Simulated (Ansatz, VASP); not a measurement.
## One calculation of Te2Mo, two programs

```xyz
9
Lattice="3.4334 0.0000 0.0000 -1.7167 2.9734 0.0000 0.0000 0.0000 20.7704" Properties=species:S:1:pos:R:3 pbc="T T T"
Te    0.0000    0.0000   18.9546
Te    0.0000    1.9823   12.2916
Te    0.0000    1.9823    4.8459
Te    0.0000    1.9823   15.9246
Te    0.0000    1.9823    8.4789
Te    0.0000    0.0000    1.8158
Mo    0.0000    0.0000   14.1063
Mo    0.0000    0.0000    6.6642
Mo    0.0000    1.9823    0.0000
```

Alike in both runs: functional PBEsol; dispersion D3(BJ); k mesh 12 × 12 × 2; occupations gaussian, width 0.02 eV; no spin polarisation.

Ansatz relaxed the structure, and its values are those at the end. VASP's run is a single point on that final structure, the one shown.

```csv
,VASP,Ansatz
version,VASP 6.6.1,Ansatz 0.2.0
potentials or method,"VASP PAW PBE potentials, release 64 (Te, Mo_sv), cutoff 520 eV","scalar-relativistic, plane waves, PAW"
valence electrons in the cell,78,138
```

VASP gave:

```
gap on the k mesh at the Fermi level (eV) : 0.49
least direct gap on the mesh (eV)         : 0.97
pressure (GPa)                            : 0.1
rms of the force components (eV/Å)        : 0.015
```

Estimate Ansatz's values.

gap on the k mesh at the Fermi level (eV): 0.50; least direct gap on the mesh (eV): 0.96; pressure (GPa): 0.0; rms of the force components (eV/Å): 0.000.

VASP's potentials were made for PBE, not for PBEsol, and Ansatz warns of the same on its side. VASP's potentials hold 78 valence electrons a cell and Ansatz's 138, so a difference there can come from the potentials and not from the codes.

Neither program's run includes spin-orbit coupling.
